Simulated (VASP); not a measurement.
**FeSi: relaxation of the atoms with PBE**

Crystal: FeSi.

```
CELL_PARAMETERS angstrom
4.49180 0.00000 0.00000
0.00000 4.49180 0.00000
0.00000 0.00000 4.49180
ATOMIC_POSITIONS crystal
Fe 0.13605 0.13605 0.13605
Fe 0.36395 0.86395 0.63605
Fe 0.63605 0.36395 0.86395
Fe 0.86395 0.63605 0.36395
Si 0.84075 0.84075 0.84075
Si 0.65925 0.15925 0.34075
Si 0.34075 0.65925 0.15925
Si 0.15925 0.34075 0.65925
```

| Quantity | Value |
| --- | --- |
| Program | VASP 6.6.1 |
| Task | relaxation of the atoms |
| Functional | PBE |
| Potentials or basis | VASP PAW PBE potentials, release 64 (Fe, Si) |
| Cutoff | 520 eV |
| k mesh | 8 × 8 × 8 |
| Occupations | gaussian, width 0.01 eV |
| Spin | no spin polarisation |
| Dipole correction | no |
| Further INCAR settings | ALGO = Normal; EDIFF = 1e-07; IBRION = 2; EDIFFG = -0.01; NSW = 50 |

```json
{"Energy gained by relaxing": "0.3 meV/atom", "Ionic steps": "3", "Pressure after relaxing": "-5.9 GPa", "Largest force after relaxing": "0.010 eV/Å", "Band gap on the k mesh": "0.16 eV (least direct gap 0.17 eV)"}
```

Forces on the atoms (eV/Å):
```
Fe  -0.006 -0.006 -0.006
Fe   0.006  0.006 -0.006
Fe  -0.006  0.006  0.006
Fe   0.006 -0.006  0.006
Si   0.004  0.004  0.004
Si  -0.004 -0.004  0.004
Si   0.004 -0.004 -0.004
Si  -0.004  0.004 -0.004
```

Step by step:
| step | energy change (eV) | largest force (eV/Å) | pressure (GPa) |
| --- | --- | --- | --- |
| 1 | 0.0000 | 0.0863 | -6.24 |
| 2 | -0.0015 | 0.0463 | -6.09 |
| 3 | -0.0020 | 0.0096 | -5.94 |

Final structure:
```xyz
8
Lattice="4.4918 0.0000 0.0000 0.0000 4.4918 0.0000 0.0000 0.0000 4.4918" Properties=species:S:1:pos:R:3 pbc="T T T"
Fe    0.6065    0.6065    0.6065
Fe    1.6394    3.8853    2.8524
Fe    2.8524    1.6394    3.8853
Fe    3.8853    2.8524    1.6394
Si    3.7735    3.7735    3.7735
Si    2.9642    0.7183    1.5276
Si    1.5276    2.9642    0.7183
Si    0.7183    1.5276    2.9642
```

Levels at points of the mesh, in eV from the valence-band top:
```tsv
k point	band 20	band 21	band 22	band 23	band 24	band 25	band 26	band 27	band 28	band 29
(0.00, 0.00, 0.00)	-0.27	-0.27	-0.27	-0.03	-0.03	0.63	0.63	0.63	2.90	2.90
(0.50, 0.00, 0.00)	-1.18	-0.36	-0.36	-0.01	-0.01	0.20	0.20	1.67	1.67	2.11
(0.50, 0.50, 0.00)	-1.20	-0.97	-0.97	-0.34	-0.34	0.62	0.62	1.25	1.25	2.58
(0.50, 0.50, 0.50)	-0.70	-0.63	-0.63	-0.63	-0.63	0.48	0.48	0.48	0.48	5.45
```

It took 7.1 min on 1 thread of Oxide Virtual Turin-like Processor (shared host), peak memory 0.23 GiB.

A k mesh can miss the band edges. Spin polarisation is off, so any magnetic state and its effect on volume and gap are missing.
